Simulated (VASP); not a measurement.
# LiF in VASP: a series of runs

Runs on LiF. Level: r2SCAN. Tasks: single point.

Program: VASP 6.6.1. These are calculated values, not measurements. Logs are shortened: lines on timing, memory, paths and dates and some standing lists are left out, and cuts for length are marked.

## (1) The cell of the first run

Symmetry: P6_3/mmc, No. 194, hexagonal system. The conventional cell has a = 2.776 Å, b = 2.776 Å, c = 5.034 Å, α = 90.00°, β = 90.00°, γ = 120.00°. Li (site symmetry -3m) has 6 F at 2.04 Å and 8 Li at 2.52 to 2.78 Å within 2.8 Å. Within 2.8 Å of F (site symmetry -6m2) lie 6 Li at 2.04 Å and 6 F at 2.78 Å.

## (2) Single point, r2SCAN (uniaxial z strain +5.3%)

The input, POSCAR:

```
LiF
1.0
    2.7757079400      0.0000000000      0.0000000000
   -1.3878539700      2.4038335896      0.0000000000
    0.0000000000      0.0000000000      5.0342645535
Li F
2 2
Direct
    0.0000000000      0.0000000000      0.0000000000
    0.0000000000      0.0000000000      0.5000000000
    0.3333333333      0.6666666667      0.2500000000
    0.6666666667      0.3333333333      0.7500000000
```

The input, INCAR.step1:

```
PREC = Accurate ; ENCUT = 520
ISMEAR = 0 ; SIGMA = 0.01
LREAL = False ; LASPH = True
NELM = 60 ; NBANDS = 18
GGA = PE ; ALGO = Normal
EDIFF = 1E-4 ; LWAVE = True
LCHARG = False
```

The input, INCAR.step2:

```
PREC = Accurate ; ENCUT = 520
EDIFF = 1E-7 ; ISMEAR = 0
SIGMA = 0.01 ; LREAL = False
LASPH = True ; NELM = 60
ALGO = Normal ; ISIF = 2
LWAVE = False ; LCHARG = True
METAGGA = R2SCAN ; LMIXTAU = True
LELF = True ; LVHAR = True
NBANDS = 18 ; ISTART = 1
```

The input, KPOINTS:

```
regular mesh
0
Gamma
  12 12 6
```

Potentials or basis: VASP PAW PBE potentials, release 64 (Li_sv, F).

Run with:

```console
$ cat potpaw_PBE.64/Li_sv/POTCAR potpaw_PBE.64/F/POTCAR > POTCAR
$ cp INCAR.step1 INCAR
$ mpirun -np 1 vasp_std > vasp.out
$ cp INCAR.step2 INCAR
$ mpirun -np 1 vasp_std > vasp.out
```

OUTCAR:

```text
PREC = Accurate
   ENCUT = 520
   EDIFF = 1E-7
   ISMEAR = 0
   LREAL = False
   LASPH = True
   NELM = 60
   ISIF = 2
   METAGGA = R2SCAN
   ISTART = 1

 ion  position               nearest neighbor table
   1  0.000  0.000  0.000-   3 2.04   4 2.04   4 2.04   3 2.04   4 2.04   3 2.04   2 2.52   2 2.52

   2  0.000  0.000  0.500-   3 2.04   4 2.04   4 2.04   3 2.04   4 2.04   3 2.04   1 2.52   1 2.52

   3  0.333  0.667  0.250-   1 2.04   2 2.04   1 2.04   2 2.04   1 2.04   2 2.04
   4  0.667  0.333  0.750-   1 2.04   2 2.04   1 2.04   2 2.04   1 2.04   2 2.04

  LATTYP: Found a hexagonal cell.
 ALAT       =     2.7757079400
 C/A-ratio  =     1.8136866927

  Lattice vectors:

 A1 = (   2.7757079400,   0.0000000000,   0.0000000000)
 A2 = (  -1.3878539700,   2.4038335896,   0.0000000000)
 A3 = (   0.0000000000,   0.0000000000,   5.0342645535)

Analysis of symmetry for initial positions (statically):
=====================================================================
 Subroutine PRICEL returns:
 Original cell was already a primitive cell.

 Routine SETGRP: Setting up the symmetry group for a
 hexagonal supercell.

 Subroutine GETGRP returns: Found 24 space group operations
 (whereof 12 operations were pure point group operations)
 out of a pool of 24 trial point group operations.

The static configuration has the point symmetry D_3d.
 The point group associated with its full space group is D_6h.

Analysis of symmetry for dynamics (positions and initial velocities):
=====================================================================
 Subroutine PRICEL returns:
 Original cell was already a primitive cell.

 Routine SETGRP: Setting up the symmetry group for a
 hexagonal supercell.

 Subroutine GETGRP returns: Found 24 space group operations
 (whereof 12 operations were pure point group operations)
 out of a pool of 24 trial point group operations.

The dynamic configuration has the point symmetry D_3d.
 The point group associated with its full space group is D_6h.

 Subroutine INISYM returns: Found 24 space group operations
 (whereof 12 operations are pure point group operations),
 and found     1 'primitive' translations

----------------------------------------------------------------------------------------
[... 95 lines left out ...]
   ENCUT  =  520.0 eV  38.22 Ry    6.18 a.u.   5.16  5.16  9.36*2*pi/ulx,y,z
   NELM   =     60;   NELMIN=  2; NELMDL=  0     # of ELM steps
   EDIFF  = 0.1E-06   stopping-criterion for ELM
   LREAL  =      F    real-space projection
   EDIFFG = 0.1E-05   stopping-criterion for IOM
   NSW    =      0    number of steps for IOM
   IBRION =     -1    ionic relax: 0-MD 1-quasi-New 2-CG
   NFREE  =      0    steps in history (QN), initial steepest desc. (CG)
   ISIF   =      2    stress and relaxation
   ISYM   =      2    0-nonsym 1-usesym 2-fastsym
   POTIM  = 0.5000    time-step for ionic-motion
   TEBEG  =    0.0;   TEEND  =   0.0 temperature during run
   PSTRESS=    0.0 pullay stress
   NELECT =      20.0000    total number of electrons
   NUPDOWN=      -1.0000    fix difference up-down
   EMIN   =  10.00;   EMAX   =-10.00  energy-range for DOS
   EFERMI =   0.00;   METHOD = LEGACY
   ISMEAR =     0;   SIGMA  =   0.01  broadening in eV -4-tet -1-fermi 0-gaus
   EFERMI_NEDOS =   21; number of points for ismear=-14 and -15
   IALGO  =     38    algorithm
   IMIX   =      4    mixing-type and parameters
     AMIX     =   0.40;   BMIX     =  1.00
     AMIX_MAG =   1.60;   BMIX_MAG =  1.00
  volume/ion in A,a.u.               =       8.40        56.67
  Fermi-wavevector in a.u.,A,eV,Ry     =   1.377252  2.602629 25.807847  1.896823
  Thomas-Fermi vector in A             =   2.502422
   LORBIT       =      0    0 simple, 1 ext, 2 COOP (PROOUT), +10 PAW based schemes
   METAGGA = R2SCAN    functional components
   LHFCALC =     F    Hartree Fock is set to
   AEXX    =    0.0000 exact exchange contribution
   IVDW    =     0    specifies the selected vdW correction
   LEPSILON=     F    determine dielectric tensor
   LRPA    =     F    only Hartree local field effects (RPA)
 non-spin polarized calculation
 Gauss-broadening in eV      SIGMA  =   0.01
  energy-cutoff  :      520.00
  volume of cell :       33.59
 maximum number of plane-waves:       918
 NGX is ok and might be reduce to    24
   NGX = 11   NGY = 11   NGZ = 19

 number of electron      20.0000038 magnetization

 Free energy of the ion-electron system (eV)
  ---------------------------------------------------
  ext. energy  EPLUGINS =         0.00000000
  ---------------------------------------------------
  free energy    TOTEN  =       -23.56617227 eV

  energy without entropy =      -23.56617227  energy(sigma->0) =      -23.56617227

 E-fermi :  -1.3660     XC(G=0): -10.3968

 val. band max:       -1.5509071118   @ k =   0.0000   0.0000   0.0000
 cond. band min:       8.1780938986   @ k =   0.0000   0.0000   0.0000
 fundamental gap:      9.7290010104
 Fermi energy:        -1.3660349664

 k-point     1 :       0.0000    0.0000    0.0000
  band No.  band energies     occupation
      1     -44.0711      2.00000
      2     -44.0113      2.00000
      3     -22.7953      2.00000
      4     -22.5527      2.00000
      5      -4.2440      2.00000
      6      -2.1682      2.00000
[... 481 lines left out ...]
      5      -3.9052      2.00000
      6      -3.6117      2.00000
[... 10 lines left out ...]
     17      19.4045      0.00000
     18      20.3052      0.00000

 [... further k-points ...]

------------------------ aborting loop because EDIFF is reached ----------------------------------------

  FORCE on cell =-STRESS in cart. coord.  units (eV):
  Direction    XX          YY          ZZ          XY          YZ          ZX
  --------------------------------------------------------------------------------------
  -------------------------------------------------------------------------------------
  Total       -0.2197786     -0.2197786     -2.2952149      0.0000000      0.0000000      0.0000000
  in kB      -10.4829060    -10.4829060   -109.4762074      0.0000000      0.0000000      0.0000000
  external PRESSURE =     -43.4806732 kB  Pullay stress =       0.0000000 kB

 VOLUME and BASIS-vectors are now :
 -----------------------------------------------------------------------------
  energy-cutoff  :      520.00
  volume of cell :       33.59
      direct lattice vectors                 reciprocal lattice vectors
     2.775707940  0.000000000  0.000000000     0.360268451  0.208001087  0.000000000
    -1.387853970  2.403833590  0.000000000     0.000000000  0.416002174  0.000000000
     0.000000000  0.000000000  5.034264553     0.000000000  0.000000000  0.198638746

 POSITION                                       TOTAL-FORCE (eV/Angst)
 -----------------------------------------------------------------------------------
      0.00000      0.00000      0.00000        -0.000000      0.000000      0.000000
      0.00000      0.00000      2.51713        -0.000000      0.000000      0.000000
     -0.00000      1.60256      1.25857         0.000000      0.000000     -0.000000
      1.38785      0.80128      3.77570         0.000000     -0.000000     -0.000000
 -----------------------------------------------------------------------------------
    total drift:                               -0.000000      0.000000     -0.000000

  FREE ENERGIE OF THE ION-ELECTRON SYSTEM (eV)
  ---------------------------------------------------
  free  energy   TOTEN  =       -23.5661722737 eV

  energy  without entropy=      -23.5661722737  energy(sigma->0) =      -23.56617227
```

Run time: 3.4 min. Hardware: 1 thread of Intel Xeon 8259CL, shared host; peak memory 0.18 GiB.

What came out:

| Quantity | Value |
| --- | --- |
| Free energy | -23.5662 eV |
| Band gap on the k mesh | 9.73 eV |

Levels at points of the mesh, in eV from the valence-band top:
| k point | band 8 | band 9 | band 10 | band 11 | band 12 | band 13 |
| --- | --- | --- | --- | --- | --- | --- |
| (0.00, 0.00, 0.00) | -0.14 | 0.00 | 0.00 | 9.73 | 11.77 | 16.52 |
| (0.50, 0.00, 0.00) | -0.87 | -0.84 | -0.36 | 11.74 | 15.20 | 16.92 |
| (0.00, 0.00, 0.50) | -0.07 | -0.07 | -0.07 | 11.07 | 11.07 | 17.56 |
| (0.50, 0.00, 0.50) | -1.13 | -0.62 | -0.62 | 13.10 | 13.10 | 17.65 |

Caveat: the cell differs from its parent crystal (uniaxial z strain +5.3%); the cutoff is under 1.25 times the usual one of these potentials, so pressure, stress and relaxed cells hold a basis-set (Pulay) error; the PAW data sets were made with another functional, which shifts forces and pressure a little.

## (3) Single point, r2SCAN (shear xy strain -3.1%)

The input, POSCAR:

```
LiF
1.0
    2.7757079400     -0.0427459023      0.0000000000
   -1.4248730073      2.4252065407      0.0000000000
    0.0000000000      0.0000000000      4.7826948067
Li F
2 2
Direct
    0.0000000000      0.0000000000      0.0000000000
    0.0000000000      0.0000000000      0.5000000000
    0.3340459783      0.6660946962      0.2500000000
    0.6659540217      0.3339053038      0.7500000000
```

The input, INCAR.step1:

```
SYSTEM = LiF
  PREC = Accurate
  ENCUT = 520
  ISMEAR = 0
  SIGMA = 0.01
  LREAL = .FALSE.
  LASPH = .TRUE.
  NELM = 100
  NBANDS = 18
  GGA = PE
  ALGO = Normal
  EDIFF = 1E-4
  LWAVE = .TRUE.
  LCHARG = .FALSE.
```

The input, INCAR.step2:

```
SYSTEM = LiF
  PREC = Accurate
  ENCUT = 520
  EDIFF = 1E-7
  ISMEAR = 0
  SIGMA = 0.01
  LREAL = .FALSE.
  LASPH = .TRUE.
  NELM = 100
  ALGO = Normal
  ISIF = 2
  LWAVE = .FALSE.
  LCHARG = .TRUE.
  METAGGA = R2SCAN
  LMIXTAU = .TRUE.
  LELF = .TRUE.
  LVHAR = .TRUE.
  NBANDS = 18
  ISTART = 1
```

The input, KPOINTS:

```
Automatic mesh
0
G
  12 12 6
  0 0 0
```

Potentials or basis: VASP PAW PBE potentials, release 64 (Li_sv, F).

Run with:

```console
$ cat potpaw_PBE.64/Li_sv/POTCAR potpaw_PBE.64/F/POTCAR > POTCAR
$ cp INCAR.step1 INCAR
$ mpirun -np 1 vasp_std > vasp.out
$ cp INCAR.step2 INCAR
$ mpirun -np 1 vasp_std > vasp.out
```

Wall time 12 min (1 thread of Intel Xeon 8259CL, shared host); peak memory 0.26 GiB.

The run converged. Its results:

| Property | Result |
| --- | --- |
| Free energy | -23.6154 eV |
| Largest force | 0.006 eV/Å |
| Band gap on the k mesh | 10.35 eV |

Forces on the atoms (eV/Å):
```
Li   0.000  0.000  0.000
Li   0.000  0.000  0.000
F   -0.006  0.001  0.000
F    0.006 -0.001  0.000
```

Levels at points of the mesh, in eV from the valence-band top:
```
           k point  band 7  band 8  band 9  band 10  band 11  band 12  band 13  band 14
(0.00, 0.00, 0.00)   -0.29   -0.18   -0.09     0.00    10.35    11.90    17.89    21.39
(0.50, 0.00, 0.00)   -1.94   -1.13   -0.76    -0.44    12.19    16.38    17.22    17.43
(0.00, 0.50, 0.00)   -1.99   -1.02   -0.75    -0.36    12.25    16.34    17.09    17.45
(0.50, 0.50, 0.00)   -2.03   -0.91   -0.75    -0.28    12.31    16.26    16.99    17.43
(0.00, 0.00, 0.50)   -0.19   -0.19   -0.09    -0.09    11.61    11.61    18.54    18.54
(0.50, 0.00, 0.50)   -1.00   -1.00   -0.80    -0.80    13.80    13.80    18.16    18.16
(0.00, 0.50, 0.50)   -1.02   -1.02   -0.70    -0.70    13.84    13.84    18.07    18.07
(0.50, 0.50, 0.50)   -1.03   -1.03   -0.60    -0.60    13.84    13.84    17.92    17.92
```

Caveat: the cell differs from its parent crystal (shear xy strain -3.1%); the cutoff is under 1.25 times the usual one of these potentials, so pressure, stress and relaxed cells hold a basis-set (Pulay) error; the PAW data sets were made with another functional, which shifts forces and pressure a little.
